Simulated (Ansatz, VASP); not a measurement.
**Two plane-wave programs on C**

File INCAR:

```
SYSTEM = C
PREC = Accurate
ENCUT = 600
EDIFF = 1E-6
ISMEAR = -1
SIGMA = 0.05
LREAL = .False.
LASPH = .True.
NELM = 120
ALGO = Normal
ISIF = 2
LWAVE = .False.
LCHARG = .True.
GGA = PE
LELF = .True.
LVHAR = .True.
NBANDS = 16
GGA_COMPAT = .False.
```

The input KPOINTS:

```
regular mesh
0
Gamma
  9 9 4
  0 0 0
```

File POSCAR:

```
C
1.0
    2.5031953710      0.0000000000      0.0000000000
   -1.2515976855      2.1678307819      0.0000000000
    0.0000000000      0.0000000000      4.1688692747
C
4
Direct
    0.3333333333      0.6666666667      0.0002313176
    0.6666666667      0.3333333333      0.5002313176
    0.3333333333      0.6666666667      0.3747686824
    0.6666666667      0.3333333333      0.8747686824
```

Input for Ansatz:

```yaml
crystal:
  lattice:
    - [2.503195371, 0.0, 0.0]
    - [-1.2515976855, 2.1678307819, 0.0]
    - [0.0, 0.0, 4.1688692747]
  atoms:
    - { symbol: C, position: [0.3333333333, 0.6666666667, 0.0002313176] }
    - { symbol: C, position: [0.6666666667, 0.3333333333, 0.5002313176] }
    - { symbol: C, position: [0.3333333333, 0.6666666667, 0.3747686824] }
    - { symbol: C, position: [0.6666666667, 0.3333333333, 0.8747686824] }
kpoints:
  mp_grid: { grid: [9, 9, 4] }
hamiltonian:
  xc: pbe
scf:
  occupations: { method: fermi_dirac, width: 0.05 }
  n_extra_bands: 5
output:
  forces: true
  stress: true
  eigenvalues: true
```

Alike in both runs: task single point; functional PBE; k mesh 9 × 9 × 4; occupations fermi-dirac, width 0.05 eV; no spin polarisation.

|  | VASP | Ansatz |
| --- | --- | --- |
| version | VASP 6.6.1 | Ansatz 0.2.0 |
| potentials or method | VASP PAW PBE potentials, release 64 (C) | plane waves |
| plane-wave cutoff (eV) | 600 | 420 |
| valence electrons in the cell | 16 | 16 |

|  | VASP | Ansatz | Ansatz less VASP |
| --- | --- | --- | --- |
| gap on the k mesh at the Fermi level (eV) | 3.31 | 3.32 | +0.011 |
| pressure (GPa) | 4.2 | 4.2 | +0.01 |
| traceless stress, the component that is largest in VASP (GPa) | -0.58 | -0.49 | +0.086 |
| rms of the force components (eV/Å) | 0.009 | 0.007 | -0.0024 |

Atom by atom the forces differ by 0.002 eV/Å (rms over components). With one functional, cell and mesh, what is left measures potentials, basis and numerics.
